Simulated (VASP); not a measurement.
InSe: single point with PBEsol

Crystal: InSe.

```
CELL_PARAMETERS angstrom
1.99458 1.15157 8.25787
-1.99458 1.15157 8.25787
0.00000 -2.30314 8.25787
ATOMIC_POSITIONS crystal
In 0.99983 0.99983 0.99983
In 0.11153 0.11153 0.11153
Se 0.61467 0.61467 0.61467
Se 0.82997 0.82997 0.82997
```

- Program: VASP 6.6.1
- Task: single point
- Functional: PBEsol
- Potentials or basis: VASP PAW PBE potentials, release 64 (In_d, Se)
- Cutoff: 520 eV
- k mesh: 12 × 12 × 12
- Occupations: gaussian, width 0.02 eV
- Spin: no spin polarisation
- Dipole correction: no
- Further INCAR settings: ALGO = Normal; EDIFF = 1e-06; NBANDS = 27

```
Pressure               : 0.7 GPa
Largest force          : 0.022 eV/Å
Band gap on the k mesh : 0.32 eV
```

Forces on the atoms (eV/Å):
```
In   0.000  0.000  0.022
In   0.000  0.000 -0.022
Se   0.000  0.000 -0.017
Se   0.000  0.000  0.017
```

Stress tensor (GPa, compression positive):
```
0.73 0.00 0.00
0.00 0.73 0.00
0.00 0.00 0.64
```

Levels at points of the mesh, in eV from the valence-band top:
```csv
k point,band 17,band 18,band 19,band 20,band 21,band 22
"(0.00, 0.00, 0.00)",-1.37,-1.22,-1.22,1.75,2.01,4.29
"(0.50, 0.00, 0.00)",-2.43,-2.25,-1.74,1.02,1.95,3.58
"(0.50, 0.50, 0.00)",-2.60,-2.05,-1.59,1.02,1.92,3.19
"(0.50, 0.50, 0.50)",-1.14,-1.14,0.00,0.32,2.09,4.19
```

Run time: 49 min on 1 thread of AMD EPYC 7R43 64-Core Processor (Zen 3), with other jobs on the host, peak memory 0.83 GiB.

Caveat: the PAW data sets were made with another functional, which shifts forces and pressure a little; spin-orbit coupling is left out, which moves the levels of the heavy elements. A k mesh can miss the band edges.
